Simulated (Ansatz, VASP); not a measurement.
# TaN in VASP and in Ansatz

```
Ta N
1.0
     0.00000    2.38935    2.38935
     2.38935    0.00000    2.38935
     2.38935    2.38935    0.00000
Ta N
1 1
Direct
  0.00000 0.00000 0.00000
  0.25000 0.25000 0.25000
```

Alike in both runs: task single point; functional PBE; k mesh 8 × 8 × 8; occupations gaussian, width 0.05 eV; collinear spin.

|  | VASP | Ansatz |
| --- | --- | --- |
| version | VASP 6.6.1 | Ansatz 0.2.0 |
| potentials or method | VASP PAW PBE potentials, release 64 (Ta_pv, N), cutoff 600 eV | scalar-relativistic, plane waves, PAW |
| valence electrons in the cell | 16 | 18 |

VASP gave:

* gap on the k mesh at the Fermi level (eV): none
* pressure (GPa): -2.7
* net moment per atom (μB): 0.00

Problem. Which values does Ansatz return?

Solution. gap on the k mesh at the Fermi level (eV): none; pressure (GPa): -3.1; net moment per atom (μB): 0.00.

A gap of «none» marks a metal or a gap that the smearing closes. The functional is the same, so the differences come from potentials, cutoffs and numerics. VASP's potentials hold 16 valence electrons a cell and Ansatz's 18, so a difference there can come from the potentials and not from the codes. Ansatz's warnings: seeded moment not kept.

Neither program's run includes spin-orbit coupling.
